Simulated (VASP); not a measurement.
# Al2H3Rh (Cmmm) in VASP: notebook

Al2H3Rh is run at these levels: PBE; tasks: single point, relaxation of cell and atoms.

Everything below comes from runs of VASP 6.6.1. Logs are shortened: lines on timing, memory, paths and dates and some standing lists are left out, and cuts for length are marked.

## (1) The cell of the first run

Symmetry: Cmmm, No. 65, orthorhombic system. Conventional cell: a = 5.841 Å, b = 6.307 Å, c = 3.012 Å, α = 90.00°, β = 90.00°, γ = 90.00°. Within 2.8 Å of Al (site symmetry 2/m) lie 6 H at 2.15 to 2.19 Å and 4 Rh at 2.62 Å. Within 2.2 Å of H (site symmetry 2mm) lie 1 Rh at 1.65 Å and 2 H at 1.97 Å and 4 Al at 2.19 Å. Within 2.6 Å of H (site symmetry mmm) lie 4 H at 1.97 Å and 4 Al at 2.15 Å. Rh (site symmetry mmm) has 2 H at 1.65 Å within 2.2 Å.

The cell was generated, and may not be a known phase.

## (2) Single point, PBE

Contents of INCAR:

```
SYSTEM = Al2H3Rh
PREC     = Accurate       ! precision mode
ENCUT    = 520            ! plane-wave cutoff, eV
EDIFF    = 1E-6           ! SCF threshold, eV
ISMEAR   = 0              ! smearing method
SIGMA    = 0.1            ! smearing width, eV
LREAL    = .False.        ! projectors in reciprocal space
LASPH    = .True.         ! aspherical terms in the spheres
NELM     = 80             ! most SCF steps
ALGO     = Normal         ! electronic algorithm
ISIF     = 2              ! what is computed and relaxed
LWAVE    = .False.        ! write WAVECAR
LCHARG   = .False.        ! write CHGCAR
GGA      = PE             ! functional
NBANDS   = 21             ! bands
```

Contents of KPOINTS:

```
regular mesh
0
Gamma
  10 10 12
  0 0 0
```

Contents of POSCAR:

```
Al2H3Rh
1.0
    2.9207030963     -3.1534892253      0.0000000000
    2.9207030963      3.1534892253      0.0000000000
    0.0000000000      0.0000000000      3.0116379218
Al H Rh
2 3 1
Direct
    0.5000000000      0.0000000000      0.5000000000
    0.0000000000      0.5000000000      0.5000000000
    0.2177113103      0.2177113103      0.0000000000
    0.7822886897      0.7822886897      0.0000000000
    0.0000000000      0.0000000000      0.5000000000
    0.5000000000      0.5000000000      0.0000000000
```

Potentials or basis: VASP PAW PBE potentials, release 64 (Al, H, Rh_pv).

Command:

```console
cat potpaw_PBE.64/Al/POTCAR potpaw_PBE.64/H/POTCAR potpaw_PBE.64/Rh_pv/POTCAR > POTCAR
mpirun -np 1 vasp_std > vasp.out
```

OUTCAR:

```text
SYSTEM = Al2H3Rh
   PREC = Accurate
   ENCUT = 520
   EDIFF = 1E-6
   ISMEAR = 0
   LREAL = .False.
   LASPH = .True.
   NELM = 80
   ISIF = 2
   GGA = PE

 ion  position               nearest neighbor table
   1  0.500  0.000  0.500-   6 2.62   6 2.62   6 2.62   6 2.62   2 2.92   2 2.92   2 3.15   2 3.15

   2  0.000  0.500  0.500-   6 2.62   6 2.62   6 2.62   6 2.62   1 2.92   1 2.92   1 3.15   1 3.15

   3  0.218  0.218  0.000-   6 1.65
   4  0.782  0.782  0.000-   6 1.65
   5  0.000  0.000  0.500-
   6  0.500  0.500  0.000-   3 1.65   4 1.65   1 2.62   2 2.62   1 2.62   2 2.62   1 2.62   1 2.62
                             2 2.62   2 2.62

  LATTYP: Found a base centered orthorhombic cell.
 ALAT       =     5.8414061926
 B/A-ratio  =     1.0797020859
 C/A-ratio  =     0.5155672834

  Lattice vectors:

 A1 = (   2.9207030963,  -3.1534892253,   0.0000000000)
 A2 = (   2.9207030963,   3.1534892253,   0.0000000000)
 A3 = (   0.0000000000,   0.0000000000,   3.0116379218)

Analysis of symmetry for initial positions (statically):
=====================================================================
 Subroutine PRICEL returns:
 Original cell was already a primitive cell.

 Routine SETGRP: Setting up the symmetry group for a
 base centered orthorhombic supercell.

 Subroutine GETGRP returns: Found  8 space group operations
 (whereof  8 operations were pure point group operations)
 out of a pool of  8 trial point group operations.

The static configuration has the point symmetry D_2h.

Analysis of symmetry for dynamics (positions and initial velocities):
=====================================================================
 Subroutine PRICEL returns:
 Original cell was already a primitive cell.

 Routine SETGRP: Setting up the symmetry group for a
 base centered orthorhombic supercell.

 Subroutine GETGRP returns: Found  8 space group operations
 (whereof  8 operations were pure point group operations)
 out of a pool of  8 trial point group operations.

The dynamic configuration has the point symmetry D_2h.

 Subroutine INISYM returns: Found  8 space group operations
 (whereof  8 operations are pure point group operations),
 and found     1 'primitive' translations

----------------------------------------------------------------------------------------

                                     Primitive cell

  volume of cell :      55.4768

  direct lattice vectors                    reciprocal lattice vectors
[... 97 lines left out ...]
   EDIFFG = 0.1E-04   stopping-criterion for IOM
   NSW    =      0    number of steps for IOM
   IBRION =     -1    ionic relax: 0-MD 1-quasi-New 2-CG
   NFREE  =      0    steps in history (QN), initial steepest desc. (CG)
   ISIF   =      2    stress and relaxation
   ISYM   =      2    0-nonsym 1-usesym 2-fastsym
   POTIM  = 0.5000    time-step for ionic-motion
   TEBEG  =    0.0;   TEEND  =   0.0 temperature during run
   PSTRESS=    0.0 pullay stress
   NELECT =      24.0000    total number of electrons
   NUPDOWN=      -1.0000    fix difference up-down
   EMIN   =  10.00;   EMAX   =-10.00  energy-range for DOS
   EFERMI =   0.00;   METHOD = LEGACY
   ISMEAR =     0;   SIGMA  =   0.10  broadening in eV -4-tet -1-fermi 0-gaus
   EFERMI_NEDOS =   21; number of points for ismear=-14 and -15
   IALGO  =     38    algorithm
   IMIX   =      4    mixing-type and parameters
     AMIX     =   0.40;   BMIX     =  1.00
     AMIX_MAG =   1.60;   BMIX_MAG =  1.00
  volume/ion in A,a.u.               =       9.25        62.40
  Fermi-wavevector in a.u.,A,eV,Ry     =   1.238154  2.339772 20.858083  1.533026
  Thomas-Fermi vector in A             =   2.372691
   LORBIT       =      0    0 simple, 1 ext, 2 COOP (PROOUT), +10 PAW based schemes
   GGA     = PE    functional components
   LHFCALC =     F    Hartree Fock is set to
   AEXX    =    0.0000 exact exchange contribution
   IVDW    =     0    specifies the selected vdW correction
   LEPSILON=     F    determine dielectric tensor
   LRPA    =     F    only Hartree local field effects (RPA)
 non-spin polarized calculation
 Gauss-broadening in eV      SIGMA  =   0.10
  energy-cutoff  :      520.00
  volume of cell :       55.48
 maximum number of plane-waves:      1511
   NGX = 15   NGY = 15   NGZ = 11

 number of electron      23.9999998 magnetization

 Free energy of the ion-electron system (eV)
  ---------------------------------------------------
  ext. energy  EPLUGINS =         0.00000000
  ---------------------------------------------------
  free energy    TOTEN  =       -26.08994410 eV

  energy without entropy =      -26.08780991  energy(sigma->0) =      -26.08887701

 E-fermi :   8.4673     XC(G=0): -11.1378

 val. band max:        8.4643410323   @ k =   0.3000   0.3000   0.5000
 cond. band min:       8.4759175202   @ k =   0.5000   0.0000   0.3333
 fundamental gap:      0.0115764879
 Fermi energy:         8.4672716506

 k-point     1 :       0.0000    0.0000    0.0000
  band No.  band energies     occupation
      1     -39.2127      2.00000
      2     -38.6151      2.00000
      3     -38.5876      2.00000
      4      -3.6805      2.00000
      5       2.1741      2.00000
      6       2.2420      2.00000
[... 565 lines left out ...]
     20      17.1695      0.00000
     21      18.0937      0.00000

 [... further k-points ...]

------------------------ aborting loop because EDIFF is reached ----------------------------------------

  FORCE on cell =-STRESS in cart. coord.  units (eV):
  Direction    XX          YY          ZZ          XY          YZ          ZX
  --------------------------------------------------------------------------------------
  -------------------------------------------------------------------------------------
  Total       -0.0083269     -0.0435775     -0.0299703      0.0000000      0.0000000      0.0000000
  in kB       -0.2404818     -1.2585247     -0.8655449      0.0000000      0.0000000      0.0000000
  external PRESSURE =      -0.7881838 kB  Pullay stress =       0.0000000 kB

 VOLUME and BASIS-vectors are now :
 -----------------------------------------------------------------------------
  energy-cutoff  :      520.00
  volume of cell :       55.48
      direct lattice vectors                 reciprocal lattice vectors
     2.920703096 -3.153489225  0.000000000     0.171191656 -0.158554529  0.000000000
     2.920703096  3.153489225  0.000000000     0.171191656  0.158554529  0.000000000
     0.000000000  0.000000000  3.011637922     0.000000000  0.000000000  0.332045228

 POSITION                                       TOTAL-FORCE (eV/Angst)
 -----------------------------------------------------------------------------------
      1.46035     -1.57674      1.50582        -0.000000      0.000000      0.000000
      1.46035      1.57674      1.50582        -0.000000      0.000000      0.000000
      1.27174      0.00000      0.00000        -0.008280      0.000000      0.000000
      4.56967      0.00000      0.00000         0.008280      0.000000     -0.000000
      0.00000      0.00000      1.50582        -0.000000      0.000000      0.000000
      2.92070      0.00000      0.00000         0.000000     -0.000000      0.000000
 -----------------------------------------------------------------------------------
    total drift:                               -0.000000     -0.000000     -0.000000

  FREE ENERGIE OF THE ION-ELECTRON SYSTEM (eV)
  ---------------------------------------------------
  free  energy   TOTEN  =       -26.0899441015 eV

  energy  without entropy=      -26.0878099092  energy(sigma->0) =      -26.08887701
```

OSZICAR:

```text
N       E                     dE             d eps       ncg     rms          rms(c)
DAV:   1     0.131559810106E+03    0.13156E+03   -0.13223E+04  9858   0.107E+03
DAV:   2    -0.231645659413E+02   -0.15472E+03   -0.14922E+03 10036   0.271E+02
DAV:   3    -0.270200994482E+02   -0.38555E+01   -0.38356E+01 11252   0.439E+01
DAV:   4    -0.270510027593E+02   -0.30903E-01   -0.30899E-01 10180   0.419E+00
DAV:   5    -0.270516035987E+02   -0.60084E-03   -0.60083E-03 11014   0.595E-01    0.133E+01
DAV:   6    -0.264575831927E+02    0.59402E+00   -0.44321E+00 10285   0.170E+01    0.433E+00
DAV:   7    -0.261797587820E+02    0.27782E+00   -0.14689E+00  9976   0.100E+01    0.381E+00
DAV:   8    -0.260910691273E+02    0.88690E-01   -0.21851E-01 10461   0.377E+00    0.461E-01
DAV:   9    -0.260900661993E+02    0.10029E-02   -0.16701E-02 10275   0.827E-01    0.179E-01
DAV:  10    -0.260899073258E+02    0.15887E-03   -0.95670E-04 11007   0.238E-01    0.533E-02
DAV:  11    -0.260899387335E+02   -0.31408E-04   -0.13272E-04 10220   0.684E-02    0.234E-02
DAV:  12    -0.260899446418E+02   -0.59083E-05   -0.25913E-05 10557   0.420E-02    0.573E-03
DAV:  13    -0.260899441015E+02    0.54031E-06   -0.21668E-06  7393   0.136E-02
   1 F= -.26089944E+02 E0= -.26088877E+02  d E =-.213419E-02
```

It took 57 s on 1 thread of Intel Xeon 6975P-C (Granite Rapids), shared host; peak memory 0.35 GiB.

What came out:

```yaml
Free_energy: -26.0899 eV
Pressure: -0.1 GPa
Largest_force: 0.008 eV/Å
Band_gap_on_the_k_mesh: zero (bands 12 and 13 overlap by 0.20 eV)
```

Forces in eV/Å, atoms in the order of the input:
```
Al   0.000  0.000  0.000
Al   0.000  0.000  0.000
H   -0.008  0.000  0.000
H    0.008  0.000  0.000
H    0.000  0.000  0.000
Rh   0.000  0.000  0.000
```

Stress tensor (GPa, compression positive):
```
-0.02  0.00  0.00
 0.00 -0.13  0.00
 0.00  0.00 -0.09
```

## (3) Relaxation of cell and atoms, PBE

Contents of INCAR:

```
SYSTEM = Al2H3Rh
  PREC = Accurate
  ENCUT = 600
  EDIFF = 1E-7
  ISMEAR = 0
  SIGMA = 0.1
  LREAL = .False.
  LASPH = .True.
  NELM = 100
  ALGO = Normal
  ISIF = 3
  LWAVE = .False.
  LCHARG = .False.
  GGA = PE
  IBRION = 2
  NSW = 100
  EDIFFG = -0.01
```

KPOINTS is that of step 2.

Contents of POSCAR:

```
Al2H3Rh
1.0
    2.9293266110     -3.1644993868      0.0000000000
    2.9293266110      3.1644993868      0.0000000000
    0.0000000000      0.0000000000      2.9928369019
Al H Rh
2 3 1
Direct
    0.5000000000      0.0000000000      0.5000000000
    0.0000000000      0.5000000000      0.5000000000
    0.2182826638      0.2182826638      0.0000000000
    0.7817173362      0.7817173362      0.0000000000
    0.0000000000      0.0000000000      0.5000000000
    0.5000000000      0.5000000000      0.0000000000
```

Potentials or basis: VASP PAW PBE potentials, release 64 (Al, H, Rh_pv).

Command:

```console
cat potpaw_PBE.64/Al/POTCAR potpaw_PBE.64/H/POTCAR potpaw_PBE.64/Rh_pv/POTCAR > POTCAR
mpirun -np 1 vasp_std > vasp.out
```

Run time: 3.3 min. Hardware: 1 thread of Intel Xeon 6975P-C (Granite Rapids), shared host; peak memory 0.38 GiB.

Results (log left out):

| Quantity | Value |
| --- | --- |
| Free energy | -26.0912 eV |
| Relaxed volume | 9.24 Å³/atom |
| Relaxed cell | a = 4.298 Å, b = 4.298 Å, c = 3.011 Å, α = 90.00°, β = 90.00°, γ = 94.33° |
| Space group after relaxing (to 0.1 Å) | Cmmm (No. 65) |
| Energy gained by relaxing | 0.2 meV/atom |
| Ionic steps | 5 |
| Pressure after relaxing | 0.0 GPa |
| Largest force after relaxing | 0.006 eV/Å |
| Band gap on the k mesh | zero (bands 12 and 13 overlap by 0.20 eV) |

Forces on the atoms (eV/Å):
```
Al   0.000  0.000  0.000
Al   0.000  0.000  0.000
H   -0.006  0.000  0.000
H    0.006  0.000  0.000
H    0.000  0.000  0.000
Rh   0.000  0.000  0.000
```

Stress tensor (GPa, compression positive):
```
-0.11  0.00  0.00
 0.00  0.01  0.00
 0.00  0.00 -0.03
```

The path:
| step | energy change (eV) | largest force (eV/Å) | pressure (GPa) | volume (Å³) |
| --- | --- | --- | --- | --- |
| 1 | 0.0000 | 0.0051 | -0.16 | 55.49 |
| 2 | -0.0004 | 0.0238 | 0.10 | 55.41 |
| 3 | -0.0005 | 0.0438 | 0.27 | 55.36 |
| 4 | -0.0008 | 0.0290 | 0.15 | 55.40 |
| 5 | -0.0010 | 0.0064 | -0.04 | 55.46 |

Final structure:
```xyz
6
Lattice="2.9221 -3.1518 0.0000 2.9221 3.1518 0.0000 0.0000 0.0000 3.0111" Properties=species:S:1:pos:R:3 pbc="T T T"
Al    1.4610   -1.5759    1.5055
Al    1.4610    1.5759    1.5055
H     1.2730    0.0000    0.0000
H     4.5712    0.0000    0.0000
H     0.0000    0.0000    1.5055
Rh    2.9221    0.0000    0.0000
```

Levels at points of the mesh, in eV from the Fermi level:
| k point | band 9 | band 10 | band 11 | band 12 | band 13 | band 14 | band 15 | band 16 |
| --- | --- | --- | --- | --- | --- | --- | --- | --- |
| (0.00, 0.00, 0.00) | -2.97 | -2.78 | -2.53 | -2.53 | 1.44 | 3.19 | 4.61 | 4.61 |
| (0.50, 0.00, 0.00) | -3.05 | -2.76 | -2.58 | -2.03 | 1.09 | 3.21 | 3.79 | 6.05 |
| (0.50, 0.50, 0.00) | -3.83 | -3.08 | -2.75 | -2.66 | 4.08 | 5.34 | 6.72 | 6.84 |
| (0.00, 0.00, 0.50) | -4.15 | -3.80 | -0.90 | -0.60 | 1.44 | 2.43 | 2.97 | 3.14 |
| (0.50, 0.00, 0.50) | -4.54 | -3.42 | -3.02 | -0.19 | 0.96 | 1.57 | 3.81 | 3.85 |
| (0.50, 0.50, 0.50) | -3.47 | -2.85 | -2.75 | -2.73 | 0.06 | 0.78 | 1.20 | 1.89 |
